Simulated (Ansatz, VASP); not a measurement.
**Two plane-wave programs on Ba**

```
Ba
1.0
     3.97124    0.47748    0.47748
     0.47748    3.97124    0.47748
     0.47748    0.47748    3.97124
Ba
1
Direct
  0.00000 0.00000 0.00000
```

Alike in both runs: task single point; functional LDA; k mesh 14 × 14 × 14; occupations gaussian, width 0.15 eV; no spin polarisation.

|  | VASP | Ansatz |
| --- | --- | --- |
| version | VASP 6.6.1 | Ansatz 0.2.0 |
| potentials or method | VASP PAW LDA potentials, release 64 (Ba_sv), cutoff 520 eV | scalar-relativistic, plane waves, PAW |
| valence electrons in the cell | 10 | 10 |

Ansatz gave:

| Property | Result |
| --- | --- |
| gap on the k mesh at the Fermi level (eV) | none |
| pressure (GPa) | -0.8 |
| traceless stress, the component that is largest in VASP (GPa) | 0.79 |

Task: Estimate VASP's values.

Result: gap on the k mesh at the Fermi level (eV): none; pressure (GPa): -0.7; traceless stress, the component that is largest in VASP (GPa): 0.81.

LDA's correlation is that of Perdew and Zunger in VASP and of Perdew and Wang (1992) in Ansatz. A gap of «none» marks a metal or a gap that the smearing closes.

Spin-orbit coupling is off throughout.
